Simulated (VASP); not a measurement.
Here is a VASP 6.6.1 calculation.

Contents of INCAR:

```
  PREC = Accurate
  ENCUT = 600
  EDIFF = 1E-6
  ISMEAR = 0
  SIGMA = 0.1
  LREAL = F
  LASPH = T
  NELM = 200
  ALGO = Normal
  ISIF = 2
  LWAVE = F
  LCHARG = F
  GGA = PE
  NBANDS = 69
  GGA_COMPAT = F
  LMAXMIX = 6
  KPAR = 4
```

KPOINTS

```
Automatic mesh
0
Gamma
  10 4 4
```

The input POSCAR:

```
TmGa3Hg3As2N4
1.0
    3.2137475086     -0.0028149555      0.0225472362
    1.4759691935      8.2508056029     -0.0037311882
    1.4332167400      0.5997843266      9.6991318100
Tm Ga Hg As N
1 3 3 2 4
Direct
    0.7545965250      0.9388556738      0.0431423146
    0.0359856008      0.3179125098      0.0616477931
    0.9632883916      0.6929883904      0.8500896589
    0.6331510505      0.3447049909      0.8242539758
    0.8564759357      0.3077690902      0.4139770747
    0.3131068278      0.6319440873      0.2308628224
    0.0558371068      0.7879297729      0.5856285933
    0.1409005393      0.9215016865      0.3096216713
    0.7997333570      0.1513888840      0.6413336182
    0.0558921185      0.4612699130      0.8753654568
    0.9047553488      0.4389462358      0.2220590894
    0.3717207070      0.8030184854      0.9356763171
    0.6145564913      0.2017702800      0.0063416143
```

Potentials or basis: VASP PAW PBE potentials, release 64 (Tm_3, Ga_d, Hg, As, N), 4f in core.

The run is started by

```sh
$ cat potpaw_PBE.64/Tm_3/POTCAR potpaw_PBE.64/Ga_d/POTCAR potpaw_PBE.64/Hg/POTCAR potpaw_PBE.64/As/POTCAR potpaw_PBE.64/N/POTCAR > POTCAR
$ mpirun -np 4 vasp_std > vasp.out
```

Q: Estimate the band gap on the k mesh.

A: Zero (bands 57 and 58 overlap by 2.06 eV).

Q: What does it give for the pressure?

A: 0.5 GPa.

Q: What does it give for the largest force?

A: 0.160 eV/Å.

Forces in eV/Å, atoms in the order of the input:
```
Tm   0.014 -0.045  0.061
Ga   0.004  0.010  0.020
Ga   0.000 -0.013  0.009
Ga  -0.003  0.017 -0.008
Hg  -0.009 -0.052  0.097
Hg  -0.003  0.042  0.001
Hg   0.000 -0.006  0.001
As   0.001  0.056  0.030
As   0.001 -0.041  0.053
N    0.001  0.020 -0.017
N    0.012 -0.028 -0.157
N   -0.008 -0.071 -0.074
N   -0.007  0.111 -0.016
```

Caveat: the cell differs from its parent crystal (atoms taken out); spin-orbit coupling is left out, which moves the levels of the heavy elements; the 4f electrons are frozen in the core, so they carry no moment and show no levels; the run has no spin polarisation, though such a crystal can be magnetic. Spin polarisation is off, so any magnetic state and its effect on volume and gap are missing.
